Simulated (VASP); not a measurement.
Input of a VASP 6.6.1 run:

INCAR

```
SYSTEM = Ti
PREC     = Accurate       ! precision mode
ENCUT    = 520            ! plane-wave cutoff, eV
EDIFF    = 1E-6           ! SCF threshold, eV
ISMEAR   = -1             ! smearing method
SIGMA    = 0.1            ! smearing width, eV
LREAL    = .False.        ! projectors in reciprocal space
LASPH    = .True.         ! aspherical terms in the spheres
NELM     = 60             ! most SCF steps
ALGO     = Normal         ! electronic algorithm
ISIF     = 2              ! what is computed and relaxed
LWAVE    = .False.        ! write WAVECAR
LCHARG   = .True.         ! write CHGCAR
GGA      = PS             ! functional
LELF     = .True.         ! ELF
LVHAR    = .True.       
NBANDS   = 19             ! bands
```

File KPOINTS:

```
Automatic mesh
0
Gamma
  16 16 8
  0 0 0
```

POSCAR

```
Ti
1.0
   -1.9521571985      1.6017061489      1.4291662765
    1.6017061489     -1.9521571985      1.4291662765
    3.5507212259      3.5507212259     -2.0710180156
Ti
2
Direct
    0.9584060301      0.0415939699      0.0000000000
    0.7915939699      0.2084060301      0.5000000000
```

Potentials or basis: VASP PAW PBE potentials, release 64 (Ti_sv).

Launch:

```bash
$ cat potpaw_PBE.64/Ti_sv/POTCAR > POTCAR
$ mpirun -np 1 vasp_std > vasp.out
```

Problem. Predict the band gap on the k mesh.

Solution. Zero (band 12 reaches 9.39 eV, above the bottom of band 13 at 8.29 eV).

Problem. Estimate the pressure.

Solution. -0.2 GPa.

Caveat: the PAW data sets were made with another functional, which shifts forces and pressure a little.
